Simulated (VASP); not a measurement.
## Ag: single point with PBE

Ag:

```
Ag
1.0
     2.93459    0.00000    0.00000
    -1.46730    2.54143    0.00000
     0.00000    0.00000    4.79791
Ag
2
Direct
  0.33333 0.66667 0.25000
  0.66667 0.33333 0.75000
```

| Quantity | Value |
| --- | --- |
| Program | VASP 6.6.1 |
| Task | single point |
| Functional | PBE |
| Potentials or basis | VASP PAW PBE potentials, release 64 (Ag) |
| Cutoff | 520 eV |
| k mesh | 18 × 18 × 10 |
| Occupations | gaussian, width 0.1 eV |
| Spin | no spin polarisation |
| Dipole correction | no |
| Further INCAR settings | ALGO = Normal; EDIFF = 1e-07; NBANDS = 18 |

```yaml
Pressure: -0.1 GPa
Band_gap_on_the_k_mesh: zero (band 11 reaches 11.75 eV, above the bottom of band 12 at 4.41 eV)
```

Levels at points of the mesh, in eV from the Fermi level:
```tsv
k point	band 9	band 10	band 11	band 12	band 13	band 14
(0.00, 0.00, 0.00)	-4.00	-3.07	-3.07	-0.26	3.33	15.53
(0.50, 0.00, 0.00)	-2.90	-2.82	0.14	1.45	6.68	6.96
(0.00, 0.00, 0.50)	-3.36	-3.36	-3.36	-3.36	10.78	10.78
(0.50, 0.00, 0.50)	-2.87	-2.87	0.83	0.83	4.33	4.33
```

Run time: 38 s on 1 thread of Intel(R) Xeon(R) 6975P-C (Granite Rapids) (shared host), peak memory 0.24 GiB.
